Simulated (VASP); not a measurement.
# Zn2CdTe3 (R-3m) in VASP: notebook

Runs on Zn2CdTe3. Level: PBE. Tasks: single point, relaxation of cell and atoms.

Everything below comes from runs of VASP 6.6.1. Logs are shortened: lines on timing, memory, paths and dates and some standing lists are left out, and cuts for length are marked.

**1. The cell of the first run**

It takes space group R-3m (No. 166, trigonal). The conventional cell has a = 8.635 Å, b = 8.635 Å, c = 8.709 Å, α = 90.00°, β = 90.00°, γ = 120.00°. Within 3.2 Å of Zn (site symmetry 3m) lie 1 Zn at 2.44 Å and 3 Te at 3.01 Å and 1 Cd at 3.13 Å. Within 3.8 Å of Cd (site symmetry -3m) lie 6 Te at 2.88 Å and 2 Zn at 3.13 Å. Te (site symmetry 2/m) has 2 Cd at 2.88 Å and 2 Zn at 3.01 Å and 4 Te at 3.83 Å within 3.9 Å.

The cell was generated, and may not be a known phase.

**2. Single point, PBE**

Input file INCAR:

```
SYSTEM = Zn2CdTe3
PREC = Accurate
ENCUT = 520
EDIFF = 1E-6
ISMEAR = 0
SIGMA = 0.1
LREAL = .FALSE.
LASPH = .TRUE.
NELM = 60
ALGO = Normal
ISIF = 2
LWAVE = .FALSE.
LCHARG = .TRUE.
GGA = PE
LELF = .TRUE.
LVHAR = .TRUE.
NBANDS = 36
```

Input file KPOINTS:

```
regular mesh
0
G
  6 6 6
  0 0 0
```

Input file POSCAR:

```
Zn2CdTe3
1.0
    4.3173526565      2.4926247184      2.9030206637
   -4.3173526565      2.4926247184      2.9030206637
    0.0000000000     -4.9852494369      2.9030206637
Zn Cd Te
2 1 3
Direct
    0.8599560887      0.8599560887      0.8599560887
    0.1400439113      0.1400439113      0.1400439113
    0.5000000000      0.5000000000      0.5000000000
    0.5000000000      0.5000000000      0.0000000000
    0.0000000000      0.5000000000      0.5000000000
    0.5000000000      0.0000000000      0.5000000000
```

Potentials or basis: VASP PAW PBE potentials, release 64 (Zn, Cd, Te).

The run is started by

```bash
> cat potpaw_PBE.64/Zn/POTCAR potpaw_PBE.64/Cd/POTCAR potpaw_PBE.64/Te/POTCAR > POTCAR
> mpirun -np 1 vasp_std > vasp.out
```

OUTCAR:

```text
SYSTEM = Zn2CdTe3
   PREC = Accurate
   ENCUT = 520
   EDIFF = 1E-6
   ISMEAR = 0
   LREAL = .FALSE.
   LASPH = .TRUE.
   NELM = 60
   ISIF = 2
   GGA = PE

 ion  position               nearest neighbor table
   1  0.860  0.860  0.860-   2 2.44   4 3.01   5 3.01   6 3.01   3 3.13
   2  0.140  0.140  0.140-   1 2.44   4 3.01   5 3.01   6 3.01   3 3.13
   3  0.500  0.500  0.500-   5 2.88   6 2.88   6 2.88   5 2.88   4 2.88   4 2.88   1 3.13   2 3.13

   4  0.500  0.500  0.000-   3 2.88   3 2.88   1 3.01   2 3.01
   5  0.000  0.500  0.500-   3 2.88   3 2.88   1 3.01   2 3.01
   6  0.500  0.000  0.500-   3 2.88   3 2.88   1 3.01   2 3.01

  LATTYP: Found a trigonal (rhomboedric) cell.
 ALAT       =     5.7689029218
 COS(alpha) =    -0.1201561915

  Lattice vectors:

 A1 = (   4.3173526565,   2.4926247184,   2.9030206637)
 A2 = (  -4.3173526565,   2.4926247184,   2.9030206637)
 A3 = (   0.0000000000,  -4.9852494369,   2.9030206637)

Analysis of symmetry for initial positions (statically):
=====================================================================
 Subroutine PRICEL returns:
 Original cell was already a primitive cell.

 Routine SETGRP: Setting up the symmetry group for a
 trigonal (rhombohedral) supercell.

 Subroutine GETGRP returns: Found 12 space group operations
 (whereof 12 operations were pure point group operations)
 out of a pool of 12 trial point group operations.

The static configuration has the point symmetry D_3d.

Analysis of symmetry for dynamics (positions and initial velocities):
=====================================================================
 Subroutine PRICEL returns:
 Original cell was already a primitive cell.

 Routine SETGRP: Setting up the symmetry group for a
 trigonal (rhombohedral) supercell.

 Subroutine GETGRP returns: Found 12 space group operations
 (whereof 12 operations were pure point group operations)
 out of a pool of 12 trial point group operations.

The dynamic configuration has the point symmetry D_3d.

 Subroutine INISYM returns: Found 12 space group operations
 (whereof 12 operations are pure point group operations),
 and found     1 'primitive' translations

----------------------------------------------------------------------------------------

                                     Primitive cell

  volume of cell :     187.4458

  direct lattice vectors                    reciprocal lattice vectors
     4.317352656  2.492624718  2.903020664     0.115811711  0.066863923  0.114822928
    -4.317352656  2.492624718  2.903020664    -0.115811711  0.066863923  0.114822928
     0.000000000 -4.985249437  2.903020664     0.000000000 -0.133727846  0.114822928

  length of vectors
     5.768902922  5.768902922  5.768902922     0.176259586  0.176259586  0.176259586

  position of ions in fractional coordinates (direct lattice)
     0.859956089  0.859956089  0.859956089
     0.140043911  0.140043911  0.140043911
     0.500000000  0.500000000  0.500000000
     0.500000000  0.500000000  1.000000000
     0.000000000  0.500000000  0.500000000
     0.500000000  0.000000000  0.500000000

  ion indices of the primitive-cell ions
   primitive index   ion index
                 1           1
                 2           2
                 3           3
                 4           4
                 5           5
                 6           6

----------------------------------------------------------------------------------------

 KPOINTS: regular mesh

Automatic generation of k-mesh.
 Grid dimensions read from file:
 generate k-points for:    6    6    6

 Generating k-lattice:

  Cartesian coordinates                     Fractional coordinates (reciprocal lattice)
     0.019301952  0.011143987  0.019137155     0.166666667  0.000000000 -0.000000000
    -0.019301952  0.011143987  0.019137155     0.000000000  0.166666667 -0.000000000
     0.000000000 -0.022287974  0.019137155    -0.000000000 -0.000000000  0.166666667

  Length of vectors
     0.029376598  0.029376598  0.029376598

  Shift w.r.t. Gamma in fractional coordinates (k-lattice)
     0.000000000  0.000000000  0.000000000

 Subroutine IBZKPT returns following result:
 ===========================================

 Found     32 irreducible k-points:

 Following reciprocal coordinates:
            Coordinates               Weight
  0.000000  0.000000  0.000000      1.000000
  0.166667  0.000000 -0.000000      6.000000
  0.333333  0.000000 -0.000000      6.000000
  0.500000 -0.000000 -0.000000      3.000000
  0.166667  0.166667 -0.000000      6.000000
  0.333333  0.166667  0.000000     12.000000
[... 16 lines left out ...]
  0.500000  0.500000  0.166667      6.000000
 -0.333333  0.500000  0.166667     12.000000
 [... further k-points ...]
   k-points           NKPTS =     32   k-points in BZ     NKDIM =     32   number of bands    NBANDS=     36
   number of dos      NEDOS =    301   number of ions     NIONS =      6
   total plane-waves  NPLWV = 110592
   dimension x,y,z NGX =    48 NGY =   48 NGZ =   48
   dimension x,y,z NGXF=    96 NGYF=   96 NGZF=   96
   ions per type =               2   1   3
   NGX,Y,Z   is equivalent  to a cutoff of  13.83, 13.83, 13.83 a.u.
   NGXF,Y,Z  is equivalent  to a cutoff of  27.66, 27.66, 27.66 a.u.
 SYSTEM =  Zn2CdTe3
   PREC   = accura    normal or accurate (medium, high low for compatibility)
   ISTART =      0    job   : 0-new  1-cont  2-samecut
   ICHARG =      2    charge: 1-file 2-atom 10-const
   ISPIN  =      1    spin polarized calculation?
   LNONCOLLINEAR =      F non collinear calculations
   LSORBIT =      F    spin-orbit coupling
   LASPH  =      T    aspherical Exc in radial PAW
   ENCUT  =  520.0 eV  38.22 Ry    6.18 a.u.  10.73 10.73 10.73*2*pi/ulx,y,z
   NELM   =     60;   NELMIN=  2; NELMDL= -5     # of ELM steps
   EDIFF  = 0.1E-05   stopping-criterion for ELM
   LREAL  =      F    real-space projection
   EDIFFG = 0.1E-04   stopping-criterion for IOM
   NSW    =      0    number of steps for IOM
   IBRION =     -1    ionic relax: 0-MD 1-quasi-New 2-CG
   NFREE  =      0    steps in history (QN), initial steepest desc. (CG)
   ISIF   =      2    stress and relaxation
   ISYM   =      2    0-nonsym 1-usesym 2-fastsym
   POTIM  = 0.5000    time-step for ionic-motion
   TEBEG  =    0.0;   TEEND  =   0.0 temperature during run
   PSTRESS=    0.0 pullay stress
   NELECT =      54.0000    total number of electrons
   NUPDOWN=      -1.0000    fix difference up-down
   EMIN   =  10.00;   EMAX   =-10.00  energy-range for DOS
   EFERMI =   0.00;   METHOD = LEGACY
   ISMEAR =     0;   SIGMA  =   0.10  broadening in eV -4-tet -1-fermi 0-gaus
   EFERMI_NEDOS =   21; number of points for ismear=-14 and -15
   IALGO  =     38    algorithm
   IMIX   =      4    mixing-type and parameters
     AMIX     =   0.40;   BMIX     =  1.00
     AMIX_MAG =   1.60;   BMIX_MAG =  1.00
  volume/ion in A,a.u.               =      31.24       210.82
  Fermi-wavevector in a.u.,A,eV,Ry     =   1.081220  2.043210 15.905716  1.169037
  Thomas-Fermi vector in A             =   2.217231
   LORBIT       =      0    0 simple, 1 ext, 2 COOP (PROOUT), +10 PAW based schemes
   GGA     = PE    functional components
   LHFCALC =     F    Hartree Fock is set to
   AEXX    =    0.0000 exact exchange contribution
   IVDW    =     0    specifies the selected vdW correction
   LEPSILON=     F    determine dielectric tensor
   LRPA    =     F    only Hartree local field effects (RPA)
 non-spin polarized calculation
 Gauss-broadening in eV      SIGMA  =   0.10
  energy-cutoff  :      520.00
  volume of cell :      187.45
 maximum number of plane-waves:      5060
 NGX is ok and might be reduce to    48
   NGX = 21   NGY = 21   NGZ = 21

 number of electron      53.9999994 magnetization

 Free energy of the ion-electron system (eV)
  ---------------------------------------------------
  ext. energy  EPLUGINS =         0.00000000
  ---------------------------------------------------
  free energy    TOTEN  =       -11.34883898 eV

  energy without entropy =      -11.33120534  energy(sigma->0) =      -11.34002216

 E-fermi :   2.7231     XC(G=0):  -8.8480

 val. band max:        2.7223725073   @ k =  -0.3333   0.1667   0.0000
 cond. band min:       2.7398249924   @ k =   0.3333   0.3333   0.3333
 fundamental gap:      0.0174524851
 Fermi energy:         2.7230881640

 k-point     1 :       0.0000    0.0000    0.0000
  band No.  band energies     occupation
      1      -8.9425      2.00000
      2      -7.9238      2.00000
      3      -7.9238      2.00000
      4      -6.0468      2.00000
      5      -5.9334      2.00000
      6      -5.9334      2.00000
[... 28 lines left out ...]
     35       7.6434      0.00000
     36       8.1174      0.00000

 k-point     2 :       0.1667    0.0000   -0.0000
  band No.  band energies     occupation
      1      -8.8703      2.00000
      2      -7.9226      2.00000
      3      -7.9222      2.00000
      4      -6.0481      2.00000
      5      -5.9381      2.00000
      6      -5.9358      2.00000
[... 28 lines left out ...]
     35       7.6073      0.00000
     36       8.4593      0.00000

 k-point     3 :       0.3333    0.0000   -0.0000
  band No.  band energies     occupation
      1      -8.7015      2.00000
      2      -7.9239      2.00000
      3      -7.9201      2.00000
      4      -6.0520      2.00000
      5      -5.9598      2.00000
      6      -5.9474      2.00000
[... 28 lines left out ...]
     35       8.1617      0.00000
     36       8.6083      0.00000

 k-point     4 :       0.5000   -0.0000   -0.0000
  band No.  band energies     occupation
      1      -8.5987      2.00000
      2      -7.9299      2.00000
      3      -7.9188      2.00000
      4      -6.1660      2.00000
      5      -6.0513      2.00000
      6      -5.9520      2.00000
[... 28 lines left out ...]
     35       8.7168      0.00000
     36       8.8793      0.00000

 k-point     5 :       0.1667    0.1667   -0.0000
  band No.  band energies     occupation
      1      -8.7812      2.00000
      2      -7.9476      2.00000
      3      -7.9125      2.00000
      4      -6.0463      2.00000
      5      -5.9418      2.00000
      6      -5.9395      2.00000
[... 655 lines left out ...]
 k-point    22 :      -0.1667    0.3333    0.1667
  band No.  band energies     occupation
      1      -8.5748      2.00000
      2      -7.9625      2.00000
      3      -7.8349      2.00000
      4      -6.0598      2.00000
      5      -5.9874      2.00000
      6      -5.9542      2.00000
[... 28 lines left out ...]
     35       8.5650      0.00000
     36       8.8415      0.00000

 k-point    23 :       0.5000    0.5000    0.1667
  band No.  band energies     occupation
      1      -8.1913      2.00000
      2      -8.0097      2.00000
      3      -7.7261      2.00000
      4      -6.2879      2.00000
      5      -6.0844      2.00000
      6      -6.0030      2.00000
[... 28 lines left out ...]
     35       7.7734      0.00000
     36       9.3054      0.00000

 k-point    24 :      -0.3333    0.5000    0.1667
  band No.  band energies     occupation
      1      -8.3169      2.00000
      2      -7.9910      2.00000
      3      -7.7452      2.00000
      4      -6.2234      2.00000
      5      -6.0725      2.00000
      6      -5.9685      2.00000
[... 28 lines left out ...]
     35       8.7384      0.00000
     36       9.0677      0.00000

 [... further k-points ...]

------------------------ aborting loop because EDIFF is reached ----------------------------------------

  FORCE on cell =-STRESS in cart. coord.  units (eV):
  Direction    XX          YY          ZZ          XY          YZ          ZX
  --------------------------------------------------------------------------------------
  -------------------------------------------------------------------------------------
  Total        0.1190392      0.1190392      0.1310103      0.0000000     -0.0000000      0.0000000
  in kB        1.0174772      1.0174772      1.1197998      0.0000000     -0.0000000      0.0000000
  external PRESSURE =       1.0515847 kB  Pullay stress =       0.0000000 kB

 VOLUME and BASIS-vectors are now :
 -----------------------------------------------------------------------------
  energy-cutoff  :      520.00
  volume of cell :      187.45
      direct lattice vectors                 reciprocal lattice vectors
     4.317352656  2.492624718  2.903020664     0.115811711  0.066863923  0.114822928
    -4.317352656  2.492624718  2.903020664    -0.115811711  0.066863923  0.114822928
     0.000000000 -4.985249437  2.903020664     0.000000000 -0.133727846  0.114822928

 POSITION                                       TOTAL-FORCE (eV/Angst)
 -----------------------------------------------------------------------------------
      0.00000     -0.00000      7.48941        -0.000000      0.000000     -0.006803
      0.00000     -0.00000      1.21965        -0.000000     -0.000000      0.006803
      0.00000     -0.00000      4.35453        -0.000000      0.000000      0.000000
      0.00000      2.49262      2.90302        -0.000000     -0.000000      0.000000
     -2.15868     -1.24631      2.90302         0.000000     -0.000000      0.000000
      2.15868     -1.24631      2.90302         0.000000      0.000000      0.000000
 -----------------------------------------------------------------------------------
    total drift:                               -0.000000      0.000000     -0.000000

  FREE ENERGIE OF THE ION-ELECTRON SYSTEM (eV)
  ---------------------------------------------------
  free  energy   TOTEN  =       -11.3488389792 eV

  energy  without entropy=      -11.3312053389  energy(sigma->0) =      -11.34002216
```

Run time: 2.5 min. Hardware: 1 thread of Intel Xeon Platinum 8488C (Sapphire Rapids), shared host; peak memory 0.44 GiB.

What came out:

```
Free energy            : -11.3488 eV
Pressure               : 0.1 GPa
Largest force          : 0.007 eV/Å
Band gap on the k mesh : zero (bands 27 and 28 overlap by 1.56 eV)
```

Forces in eV/Å, atoms in the order of the input:
```
Zn   0.000  0.000 -0.007
Zn   0.000  0.000  0.007
Cd   0.000  0.000  0.000
Te   0.000  0.000  0.000
Te   0.000  0.000  0.000
Te   0.000  0.000  0.000
```

Caveat: spin-orbit coupling is left out, which moves the levels of the heavy elements.

[end of part 1 of 2]
